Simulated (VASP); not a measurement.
A run of VASP 6.6.1 is set up as follows.

The input INCAR:

```
SYSTEM = Ca2B
PREC     = Accurate       ! precision mode
ENCUT    = 520            ! plane-wave cutoff, eV
EDIFF    = 1E-7           ! SCF threshold, eV
ISMEAR   = -1             ! smearing method
SIGMA    = 0.05           ! smearing width, eV
LREAL    = .False.        ! projectors in reciprocal space
LASPH    = .True.         ! aspherical terms in the spheres
NELM     = 60             ! most SCF steps
ALGO     = Normal         ! electronic algorithm
ISIF     = 2              ! what is computed and relaxed
LWAVE    = .False.        ! write WAVECAR
LCHARG   = .False.        ! write CHGCAR
GGA      = PE             ! functional
NBANDS   = 18             ! bands
```

Contents of KPOINTS:

```
regular mesh
0
Gamma
  11 11 11
  0 0 0
```

POSCAR

```
Ca2B
1.0
    1.6894352050     -0.9753958704      6.2474711164
    0.0000000000      1.9507917407      6.2474711164
   -1.6894352050     -0.9753958704      6.2474711164
B Ca
1 2
Direct
    0.0000000000      0.0000000000      0.0000000000
    0.2462793076      0.2462793076      0.2462793076
    0.7537206924      0.7537206924      0.7537206924
```

Potentials or basis: VASP PAW PBE potentials, release 64 (B, Ca_sv).

Run with:

```bash
$ cat potpaw_PBE.64/B/POTCAR potpaw_PBE.64/Ca_sv/POTCAR > POTCAR
$ mpirun -np 1 vasp_std > vasp.out
```

(1) Estimate the largest force.

(2) What does it give for the band gap on the k mesh?

## Answers

(1) 0.019 eV/Å.

(2) zero (an odd number of electrons rules out a gap without spin polarisation).
